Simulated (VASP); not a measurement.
# Si: single point with PBE+D3(BJ)

Slab: Si, a slab with vacuum.

```
CELL_PARAMETERS angstrom
3.84753 0.00000 0.00000
-1.92376 3.33205 0.00000
0.00000 0.00000 18.44160
ATOMIC_POSITIONS crystal
Si 0.33333 0.66667 0.26954
Si 0.66667 0.33333 0.24401
Si 0.66667 0.33333 0.49950
Si 0.33333 0.66667 0.47397
```

```
Program                : VASP 6.6.1
Task                   : single point
Functional             : PBE
Dispersion             : D3(BJ)
Potentials or basis    : VASP PAW PBE potentials, release 64 (Si)
Cutoff                 : 520 eV
k mesh                 : 9 × 9 × 1
Occupations            : gaussian, width 0.1 eV
Spin                   : no spin polarisation
Dipole correction      : yes
Further INCAR settings : ALGO = Normal; EDIFF = 1e-06; NBANDS = 16
```

* Largest force: 0.179 eV/Å
* Band gap on the k mesh: 0.38 eV, indirect (least direct gap 0.48 eV)
* Dispersion energy per atom: -0.249 eV

Forces in eV/Å, atoms in the order of the input:
```
Si   0.000  0.000  0.179
Si   0.000  0.000 -0.054
Si   0.000  0.000  0.054
Si   0.000  0.000 -0.179
```

Levels at points of the mesh, in eV from the valence-band top:
```csv
k point,band 5,band 6,band 7,band 8,band 9,band 10,band 11,band 12
"(0.00, 0.00, 0.00)",-0.96,-0.96,-0.89,-0.89,2.18,2.42,2.47,3.25
```

It took 87 s on 1 thread of Intel Xeon 6975P-C (shared host), peak memory 0.35 GiB.
